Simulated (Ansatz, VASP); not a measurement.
# Mg2Te3O in VASP and in Ansatz

Contents of INCAR:

```
SYSTEM = Mg2Te3O
  PREC = Accurate
  ENCUT = 600
  EDIFF = 1E-7
  ISMEAR = 0
  SIGMA = 0.1
  LREAL = .FALSE.
  LASPH = .TRUE.
  NELM = 80
  ALGO = Normal
  ISIF = 3
  LWAVE = .FALSE.
  LCHARG = .FALSE.
  GGA = PE
  IBRION = 2
  NSW = 90
  EDIFFG = -0.04
```

Contents of KPOINTS:

```
Automatic mesh
0
G
  6 6 2
  0 0 0
```

The input POSCAR:

```
Mg2Te3O
1.0
    3.2020980970      0.0000000000      0.0000000000
    0.0000000000      3.2020980970      0.0000000000
    0.0000000000      0.0000000000     13.0558439744
Mg Te O
2 3 1
Direct
    0.0000000000      0.0000000000      0.0814713833
    0.5000000000      0.5000000000      0.4857085255
    0.0000000000      0.0000000000      0.6438403962
    0.0000000000      0.0000000000      0.3227506545
    0.5000000000      0.5000000000      0.8884570264
    0.5000000000      0.5000000000      0.0777720241
```

Input for Ansatz:

```yaml
crystal:
  lattice:
    - [3.202098097, 0.0, 0.0]
    - [0.0, 3.202098097, 0.0]
    - [0.0, 0.0, 13.0558439744]
  atoms:
    - { symbol: Mg, position: [0.0, 0.0, 0.0814713833] }
    - { symbol: Mg, position: [0.5, 0.5, 0.4857085255] }
    - { symbol: Te, position: [0.0, 0.0, 0.6438403962] }
    - { symbol: Te, position: [0.0, 0.0, 0.3227506545] }
    - { symbol: Te, position: [0.5, 0.5, 0.8884570264] }
    - { symbol: O, position: [0.5, 0.5, 0.0777720241] }
basis:
  ecutwfc: 420
kpoints:
  mp_grid: { grid: [6, 6, 2] }
hamiltonian:
  xc: pbe
scf:
  occupations: { method: gaussian, width: 0.1 }
  lower_state_search: "off"
output:
  forces: true
  stress: true
  eigenvalues: true
relax:
  adjacent_minimum: "off"
  f_tol: 0.04
  max_steps: 70
  cell: { stress_tol: 0.4 }
```

Change from the starting cell: species swapped into the Dy2CuAg3 type (P4mm, No. 99).

Alike in both runs: task relaxation of cell and atoms; functional PBE; k mesh 6 × 6 × 2; occupations gaussian, width 0.1 eV; no spin polarisation.

|  | VASP | Ansatz |
| --- | --- | --- |
| version | VASP 6.6.1 | Ansatz 0.2.0 |
| potentials or method | VASP PAW PBE potentials, release 64 (Mg, Te, O), cutoff 600 eV | scalar-relativistic, plane waves, PAW |
| valence electrons in the cell | 28 | 74 |

Ansatz gave:

| Item | Value |
| --- | --- |
| gap on the k mesh at the Fermi level, each at its own relaxed structure (eV) | none |
| relaxed volume (Å³/atom) | 24.58 |
| relaxed length of the cell vector where the two differ most in proportion (Å) | 15.237 |

**Question.** Estimate VASP's values.

**Answer.** gap on the k mesh at the Fermi level, each at its own relaxed structure (eV): none; relaxed volume (Å³/atom): 24.74; relaxed length of the cell vector where the two differ most in proportion (Å): 15.367.

A gap of «none» marks a metal or a gap that the smearing closes. VASP's potentials hold 28 valence electrons a cell and Ansatz's 74, so a difference there can come from the potentials and not from the codes.

Neither program's run includes spin-orbit coupling.
